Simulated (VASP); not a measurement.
Input of a VASP 6.6.1 run:

INCAR

```
PREC = Accurate
ENCUT = 600
EDIFF = 1E-6
ISMEAR = 0
SIGMA = 0.1
LREAL = False
LASPH = True
NELM = 60
ALGO = Normal
ISIF = 3
LWAVE = False
LCHARG = False
GGA = PE
IBRION = 2
NSW = 100
EDIFFG = -0.01
```

The input KPOINTS:

```
Automatic mesh
0
Gamma
  10 10 10
```

The input POSCAR:

```
AlP5
1.0
    0.0000000000      3.5669105349      3.5669105349
    3.5669105349      0.0000000000      3.5669105349
    3.5669105349      3.5669105349      0.0000000000
Al P
1 5
Direct
    0.0000000000      0.0000000000      0.0000000000
    0.7500000000      0.7500000000      0.7500000000
    0.3750110064      0.3750110064      0.8749669807
    0.3750110064      0.8749669807      0.3750110064
    0.3750110064      0.3750110064      0.3750110064
    0.8749669807      0.3750110064      0.3750110064
```

Potentials or basis: VASP PAW PBE potentials, release 64 (Al, P).

The run is started by

```sh
$ cat potpaw_PBE.64/Al/POTCAR potpaw_PBE.64/P/POTCAR > POTCAR
$ mpirun -np 1 vasp_std > vasp.out
```

(1) What does it give for the relaxed cell?

(2) Predict the space group after relaxing (to 0.05 Å).

Answers

(1) a = 5.067 Å, b = 5.067 Å, c = 5.067 Å, α = 60.00°, β = 60.00°, γ = 60.00°.

(2) F-43m (No. 216).
